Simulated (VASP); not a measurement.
# ZnO (P6_3mc) in VASP: relaxation of cell and atoms with r2SCAN

Aim: the relaxation of cell and atoms of ZnO with r2SCAN.

Program: VASP 6.6.1. These are calculated values, not measurements. Logs are shortened: lines on timing, memory, paths and dates and some standing lists are left out, and cuts for length are marked.

**1. The cell of the first run**

Symmetry: P6_3mc, No. 186, hexagonal system. Conventional cell: a = 3.279 Å, b = 3.279 Å, c = 5.294 Å, α = 90.00°, β = 90.00°, γ = 120.00°. Within 2.6 Å of Zn (site symmetry 3m) lie 4 O at 2.00 to 2.01 Å. Within 2.6 Å of O (site symmetry 3m) lie 4 Zn at 2.00 to 2.01 Å.

**2. Relaxation of cell and atoms, r2SCAN**

Contents of POSCAR:

```
ZnO
1.0
    3.2793887450      0.0000000000      0.0000000000
   -1.6396943725      2.8400339621      0.0000000000
    0.0000000000      0.0000000000      5.2939074201
Zn O
2 2
Direct
    0.3333333333      0.6666666667     -0.0020276074
    0.6666666667      0.3333333333      0.4979723926
    0.3333333333      0.6666666667      0.3770276074
    0.6666666667      0.3333333333      0.8770276074
```

Contents of INCAR.step1:

```
SYSTEM = ZnO
  PREC = Accurate
  ENCUT = 600
  ISMEAR = -1
  SIGMA = 0.02
  LREAL = .False.
  LASPH = .True.
  NELM = 100
  GGA = PE
  ALGO = Normal
  EDIFF = 1E-4
  LWAVE = .True.
  LCHARG = .False.
```

Contents of INCAR.step2:

```
SYSTEM = ZnO
  PREC = Accurate
  ENCUT = 600
  EDIFF = 1E-6
  ISMEAR = -1
  SIGMA = 0.02
  LREAL = .False.
  LASPH = .True.
  NELM = 100
  ALGO = Normal
  ISIF = 3
  LWAVE = .False.
  LCHARG = .False.
  METAGGA = R2SCAN
  LMIXTAU = .True.
  IBRION = 2
  NSW = 80
  EDIFFG = -0.005
  ISTART = 1
```

Contents of KPOINTS:

```
regular mesh
0
Gamma
  12 12 4
  0 0 0
```

Potentials or basis: VASP PAW PBE potentials, release 64 (Zn, O).

On the command line:

```
$ cat potpaw_PBE.64/Zn/POTCAR potpaw_PBE.64/O/POTCAR > POTCAR
$ cp INCAR.step1 INCAR
$ mpirun -np 1 vasp_std > vasp.out
$ cp INCAR.step2 INCAR
$ mpirun -np 1 vasp_std > vasp.out
```

OUTCAR:

```text
SYSTEM = ZnO
   PREC = Accurate
   ENCUT = 600
   EDIFF = 1E-6
   ISMEAR = -1
   LREAL = .False.
   LASPH = .True.
   NELM = 100
   ISIF = 3
   METAGGA = R2SCAN
   IBRION = 2
   NSW = 80
   EDIFFG = -0.005
   ISTART = 1

 ion  position               nearest neighbor table
   1  0.333  0.667  0.998-   4 2.00   4 2.00   4 2.00   3 2.01
   2  0.667  0.333  0.498-   3 2.00   3 2.00   3 2.00   4 2.01
   3  0.333  0.667  0.377-   2 2.00   2 2.00   2 2.00   1 2.01
   4  0.667  0.333  0.877-   1 2.00   1 2.00   1 2.00   2 2.01

  LATTYP: Found a hexagonal cell.
 ALAT       =     3.2793887450
 C/A-ratio  =     1.6142970022

  Lattice vectors:

 A1 = (   3.2793887450,   0.0000000000,   0.0000000000)
 A2 = (  -1.6396943725,   2.8400339621,   0.0000000000)
 A3 = (   0.0000000000,   0.0000000000,   5.2939074201)

Analysis of symmetry for initial positions (statically):
=====================================================================
 Subroutine PRICEL returns:
 Original cell was already a primitive cell.

 Routine SETGRP: Setting up the symmetry group for a
 hexagonal supercell.

 Subroutine GETGRP returns: Found 12 space group operations
 (whereof  6 operations were pure point group operations)
 out of a pool of 24 trial point group operations.

The static configuration has the point symmetry C_3v.
 The point group associated with its full space group is C_6v.

Analysis of symmetry for dynamics (positions and initial velocities):
=====================================================================
 Subroutine PRICEL returns:
 Original cell was already a primitive cell.

 Routine SETGRP: Setting up the symmetry group for a
 hexagonal supercell.

 Subroutine GETGRP returns: Found 12 space group operations
 (whereof  6 operations were pure point group operations)
 out of a pool of 24 trial point group operations.

The dynamic configuration has the point symmetry C_3v.
 The point group associated with its full space group is C_6v.

 Subroutine INISYM returns: Found 12 space group operations
 (whereof  6 operations are pure point group operations),
 and found     1 'primitive' translations

----------------------------------------------------------------------------------------

                                     Primitive cell

  volume of cell :      49.3052

  direct lattice vectors                    reciprocal lattice vectors
     3.279388745  0.000000000  0.000000000     0.304934876  0.176054233  0.000000000
    -1.639694372  2.840033962  0.000000000     0.000000000  0.352108465  0.000000000
     0.000000000  0.000000000  5.293907420     0.000000000  0.000000000  0.188896390

  length of vectors
     3.279388745  3.279388745  5.293907420     0.352108465  0.352108465  0.188896390

  position of ions in fractional coordinates (direct lattice)
     0.333333333  0.666666667  0.997972393
     0.666666667  0.333333333  0.497972393
     0.333333333  0.666666667  0.377027607
     0.666666667  0.333333333  0.877027607

  ion indices of the primitive-cell ions
   primitive index   ion index
                 1           1
                 2           2
                 3           3
                 4           4

----------------------------------------------------------------------------------------

 KPOINTS: regular mesh

Automatic generation of k-mesh.
 Grid dimensions read from file:
 generate k-points for:   12   12    4

 Generating k-lattice:

  Cartesian coordinates                     Fractional coordinates (reciprocal lattice)
     0.025411240  0.014671186  0.000000000     0.083333333  0.000000000  0.000000000
     0.000000000  0.029342372  0.000000000     0.000000000  0.083333333  0.000000000
     0.000000000  0.000000000  0.047224097     0.000000000  0.000000000  0.250000000

  Length of vectors
     0.029342372  0.029342372  0.047224097

  Shift w.r.t. Gamma in fractional coordinates (k-lattice)
     0.000000000  0.000000000  0.000000000

 Subroutine IBZKPT returns following result:
 ===========================================

 Found     57 irreducible k-points:

 Following reciprocal coordinates:
            Coordinates               Weight
  0.000000  0.000000  0.000000      1.000000
  0.083333  0.000000  0.000000      6.000000
  0.166667  0.000000  0.000000      6.000000
  0.250000  0.000000  0.000000      6.000000
  0.333333  0.000000  0.000000      6.000000
  0.416667  0.000000  0.000000      6.000000
[... 16 lines left out ...]
  0.250000  0.000000  0.250000     12.000000
  0.333333  0.000000  0.250000     12.000000
 [... further k-points ...]
   k-points           NKPTS =     57   k-points in BZ     NKDIM =     57   number of bands    NBANDS=     22
   number of dos      NEDOS =    301   number of ions     NIONS =      4
   total plane-waves  NPLWV =  32928
   dimension x,y,z NGX =    28 NGY =   28 NGZ =   42
   dimension x,y,z NGXF=    56 NGYF=   56 NGZF=   84
   ions per type =               2   2
   NGX,Y,Z   is equivalent  to a cutoff of  14.19, 14.19, 13.19 a.u.
   NGXF,Y,Z  is equivalent  to a cutoff of  28.39, 28.39, 26.38 a.u.
 SYSTEM =  ZnO
   PREC   = accura    normal or accurate (medium, high low for compatibility)
   ISTART =      1    job   : 0-new  1-cont  2-samecut
   ICHARG =      0    charge: 1-file 2-atom 10-const
   ISPIN  =      1    spin polarized calculation?
   LNONCOLLINEAR =      F non collinear calculations
   LSORBIT =      F    spin-orbit coupling
   LASPH  =      T    aspherical Exc in radial PAW
   ENCUT  =  600.0 eV  44.10 Ry    6.64 a.u.   6.55  6.55 10.57*2*pi/ulx,y,z
   NELM   =    100;   NELMIN=  2; NELMDL=  0     # of ELM steps
   EDIFF  = 0.1E-05   stopping-criterion for ELM
   LREAL  =      F    real-space projection
   EDIFFG = -.5E-02   stopping-criterion for IOM
   NSW    =     80    number of steps for IOM
   IBRION =      2    ionic relax: 0-MD 1-quasi-New 2-CG
   NFREE  =      1    steps in history (QN), initial steepest desc. (CG)
   ISIF   =      3    stress and relaxation
   ISYM   =      2    0-nonsym 1-usesym 2-fastsym
   POTIM  = 0.5000    time-step for ionic-motion
   TEBEG  =    0.0;   TEEND  =   0.0 temperature during run
   PSTRESS=    0.0 pullay stress
   NELECT =      36.0000    total number of electrons
   NUPDOWN=      -1.0000    fix difference up-down
   EMIN   =  10.00;   EMAX   =-10.00  energy-range for DOS
   EFERMI =   0.00;   METHOD = LEGACY
   ISMEAR =    -1;   SIGMA  =   0.02  broadening in eV -4-tet -1-fermi 0-gaus
   EFERMI_NEDOS =   21; number of points for ismear=-14 and -15
   IALGO  =     38    algorithm
   IMIX   =      4    mixing-type and parameters
     AMIX     =   0.40;   BMIX     =  1.00
     AMIX_MAG =   1.60;   BMIX_MAG =  1.00
  volume/ion in A,a.u.               =      12.33        83.18
  Fermi-wavevector in a.u.,A,eV,Ry     =   1.474160  2.785759 29.567485  2.173149
  Thomas-Fermi vector in A             =   2.588966
   LORBIT       =      0    0 simple, 1 ext, 2 COOP (PROOUT), +10 PAW based schemes
   METAGGA = R2SCAN    functional components
   LHFCALC =     F    Hartree Fock is set to
   AEXX    =    0.0000 exact exchange contribution
   IVDW    =     0    specifies the selected vdW correction
   LEPSILON=     F    determine dielectric tensor
   LRPA    =     F    only Hartree local field effects (RPA)
 conjugate gradient relaxation of ions
 non-spin polarized calculation
  energy-cutoff  :      600.00
  volume of cell :       49.31
 maximum number of plane-waves:      1677
 NGX is ok and might be reduce to    28
   NGX = 13   NGY = 13   NGZ = 21

--------------------------------------- Ionic step        1  -------------------------------------------

 number of electron      36.0000009 magnetization

 Free energy of the ion-electron system (eV)
  ---------------------------------------------------
  ext. energy  EPLUGINS =         0.00000000
  ---------------------------------------------------
  free energy    TOTEN  =       -36.29486806 eV

  energy without entropy =      -36.29486806  energy(sigma->0) =      -36.29486806

------------------------ aborting loop because EDIFF is reached ----------------------------------------

  FORCE on cell =-STRESS in cart. coord.  units (eV):
  Direction    XX          YY          ZZ          XY          YZ          ZX
  --------------------------------------------------------------------------------------
  -------------------------------------------------------------------------------------
  Total       -1.5739662     -1.5739662     -1.6357387      0.0000000     -0.0000000      0.0000000
  in kB      -51.1461810    -51.1461810    -53.1534823      0.0000000     -0.0000000      0.0000000
  external PRESSURE =     -51.8152815 kB  Pullay stress =       0.0000000 kB
[... 251 lines left out ...]
  energy  without entropy=      -36.3280294027  energy(sigma->0) =      -36.32802940

--------------------------------------- Ionic step        8  -------------------------------------------

 number of electron      36.0000003 magnetization

 Free energy of the ion-electron system (eV)
  ---------------------------------------------------
  ext. energy  EPLUGINS =         0.00000000
  ---------------------------------------------------
  free energy    TOTEN  =       -36.32804723 eV

  energy without entropy =      -36.32804723  energy(sigma->0) =      -36.32804723

 E-fermi :   1.3040     XC(G=0): -11.6806

 val. band max:        0.8763885839   @ k =   0.0000   0.0000   0.0000
 cond. band min:       2.1065673200   @ k =   0.0000   0.0000   0.0000
 fundamental gap:      1.2301787361
 Fermi energy:         1.3039705500

 k-point     1 :       0.0000    0.0000    0.0000
  band No.  band energies     occupation
      1     -18.2323      2.00000
      2     -17.5415      2.00000
      3      -4.9596      2.00000
      4      -4.9595      2.00000
      5      -4.9012      2.00000
      6      -4.8377      2.00000
[... 574 lines left out ...]
      6      -4.5672      2.00000
[... 14 lines left out ...]
     21      10.0714      0.00000
     22      10.4742      0.00000

 [... further k-points ...]

------------------------ aborting loop because EDIFF is reached ----------------------------------------

  FORCE on cell =-STRESS in cart. coord.  units (eV):
  Direction    XX          YY          ZZ          XY          YZ          ZX
  --------------------------------------------------------------------------------------
  -------------------------------------------------------------------------------------
  Total        0.0054295      0.0054295      0.0063240      0.0000000      0.0000000      0.0000000
  in kB        0.1833642      0.1833642      0.2135762      0.0000000      0.0000000      0.0000000
  external PRESSURE =       0.1934348 kB  Pullay stress =       0.0000000 kB
[... 19 lines left out ...]
  FREE ENERGIE OF THE ION-ELECTRON SYSTEM (eV)
  ---------------------------------------------------
  free  energy   TOTEN  =       -36.3280472294 eV

  energy  without entropy=      -36.3280472294  energy(sigma->0) =      -36.32804723

 reached required accuracy - stopping structural energy minimisation
```

Run time: 27 min. Hardware: 1 thread of AMD EPYC 9R14 (Zen 4), shared host; peak memory 0.2 GiB.

Results:

| Property | Result |
| --- | --- |
| Free energy | -36.3280 eV |
| Relaxed volume | 11.86 Å³/atom |
| Relaxed cell | a = 3.241 Å, b = 3.241 Å, c = 5.216 Å, α = 90.00°, β = 90.00°, γ = 120.00° |
| Space group after relaxing (to 0.1 Å) | P6_3mc (No. 186) |
| Energy gained by relaxing | 8.3 meV/atom |
| Ionic steps | 8 |
| Pressure after relaxing | 0.0 GPa |
| Band gap on the k mesh | 1.23 eV |

The path:
```
step  energy change (eV)  largest force (eV/Å)  pressure (GPa)  volume (Å³)
   1              0.0000                0.0016           -5.18        49.31
   2             -0.0252                0.0044            3.14        46.51
   3             -0.0331                0.0050            0.19        47.38
   4             -0.0331                0.0050            0.00        47.45
   5             -0.0331                0.0081           -0.01        47.45
   6             -0.0331                0.0129            0.00        47.45
   7             -0.0332                0.0097            0.00        47.44
   8             -0.0332                0.0005            0.02        47.44
```

Final structure:
```
Zn O
1.0
     3.24086    0.00000    0.00000
    -1.62043    2.80667    0.00000
     0.00000    0.00000    5.21557
Zn O
2 2
Cartesian
  0.0000 1.8711 5.2027
  1.6204 0.9356 2.5950
  0.0000 1.8711 1.9687
  1.6204 0.9356 4.5765
```

Caveat: the PAW data sets were made with another functional, which shifts forces and pressure a little.
